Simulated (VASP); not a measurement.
Input of a VASP 6.6.1 run:

Contents of INCAR:

```
ALGO     = Normal         # electronic algorithm
EDIFF    = 1E-6           # SCF threshold, eV
EDIFFG   = -0.04          # ionic threshold
ENCUT    = 600            # plane-wave cutoff, eV
GGA      = PE             # functional
IBRION   = 2              # ionic algorithm
ISIF     = 3              # what is computed and relaxed
ISMEAR   = 0              # smearing method
LASPH    = T              # aspherical terms in the spheres
LCHARG   = F              # write CHGCAR
LREAL    = F              # projectors in reciprocal space
LWAVE    = F              # write WAVECAR
NELM     = 80             # most SCF steps
NSW      = 90             # ionic steps
PREC     = Accurate       # precision mode
SIGMA    = 0.1            # smearing width, eV
```

The input KPOINTS:

```
k-points
0
Gamma
  6 6 2
```

POSCAR

```
Li2P
1.0
    3.5250000000      0.0000000000      0.0000000000
   -1.7625000000      3.0527395500      0.0000000000
    0.0000000000      0.0000000000     10.0788774100
Li P
4 2
Direct
    0.0000000000      0.0000000000      0.0000000000
    0.3333333300      0.6666666700      0.2881150900
    0.6666666700      0.3333333300      0.5000000000
    0.3333333300      0.6666666700      0.7118849100
    0.6666666700      0.3333333300      0.1440575500
    0.6666666700      0.3333333300      0.8559424500
```

Potentials or basis: VASP PAW PBE potentials, release 64 (Li_sv, P).

The run is started by

```bash
$ cat potpaw_PBE.64/Li_sv/POTCAR potpaw_PBE.64/P/POTCAR > POTCAR
$ mpirun -np 1 vasp_std > vasp.out
```

Q: What does it give for the relaxed cell?

A: a = 4.243 Å, b = 4.243 Å, c = 6.971 Å, α = 90.00°, β = 90.00°, γ = 120.00°.

Q: Estimate the relaxed volume.

A: 18.12 Å³/atom.

Q: Predict the band gap on the k mesh.

A: Zero (band 11 reaches 3.09 eV, above the bottom of band 12 at 2.63 eV).

Forces on the atoms (eV/Å):
```
Li   0.000  0.000  0.000
Li   0.000  0.000 -0.039
Li   0.000  0.000  0.000
Li   0.000  0.000  0.039
P    0.000  0.000 -0.029
P    0.000  0.000  0.029
```

Caveat: the cutoff is under 1.25 times the usual one of these potentials, so pressure, stress and relaxed cells hold a basis-set (Pulay) error.
